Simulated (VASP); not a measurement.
Write the native input for VASP 6.6.1 that does the following.

```yaml
Task: single point
Functional: LDA
Potentials_or_basis: VASP PAW LDA potentials, release 64 (Al, N)
Cutoff: 600 eV
k_mesh: 1 × 1 × 2, shifted
Occupations: fermi-dirac, width 0.01 eV
Spin: no spin polarisation
Dipole_correction: no
Further_INCAR_settings: ALGO = Normal; EDIFF = 1e-06; NBANDS = 46
```

The structure of AlN (AlN (P6_3mc)) lies in POSCAR:

```
AlN
1.0
    6.2604124010      0.0000000606      0.0000000000
   -3.1302062500      5.4216761488      0.0000000000
    0.0000000000      0.0000000000      5.0180581700
Al N
8 8
Direct
    0.3335503490      0.1664676804      0.5000246546
    0.3335503490      0.6664676804      0.5000246546
    0.8335503490      0.1664676804      0.5000246546
    0.8335503490      0.6664676804      0.5000246546
    0.1664676804      0.3335503490      0.0000246546
    0.1664676804      0.8335503490      0.0000246546
    0.6664676804      0.3335503490      0.0000246546
    0.6664676804      0.8335503490      0.0000246546
    0.3319623629      0.1680196077      0.8799753454
    0.1680196077      0.3319623629      0.3799753454
    0.3319623629      0.6680196077      0.8799753454
    0.1680196077      0.8319623629      0.3799753454
    0.8319623629      0.1680196077      0.8799753454
    0.6680196077      0.3319623629      0.3799753454
    0.8319623629      0.6680196077      0.8799753454
    0.6680196077      0.8319623629      0.3799753454
```

The input as run:

INCAR

```
  ALGO = Normal
  EDIFF = 1E-6
  ENCUT = 600
  GGA_COMPAT = False
  ISIF = 2
  ISMEAR = -1
  LASPH = True
  LCHARG = False
  LREAL = False
  LWAVE = False
  NBANDS = 46
  NELM = 120
  PREC = Accurate
  SIGMA = 0.01
```

KPOINTS

```
Automatic mesh
0
Gamma
  1 1 2
  0.25 0.25 0.25
```

Potentials or basis: VASP PAW LDA potentials, release 64 (Al, N).

Launch:

```bash
$ cat potpaw_LDA.64/Al/POTCAR potpaw_LDA.64/N/POTCAR > POTCAR
$ mpirun -np 1 vasp_std > vasp.out
```

It gave:

| Item | Value |
| --- | --- |
| Pressure | -8.1 GPa |
| Largest force | 0.204 eV/Å |
| Band gap on the k mesh | 5.59 eV |

Caveat: the k points lie up to 1.16 Å⁻¹ apart.

Wall time 73 s on 1 thread of AMD EPYC 7R43 64-Core Processor (Zen 3) (shared host), peak memory 0.23 GiB.
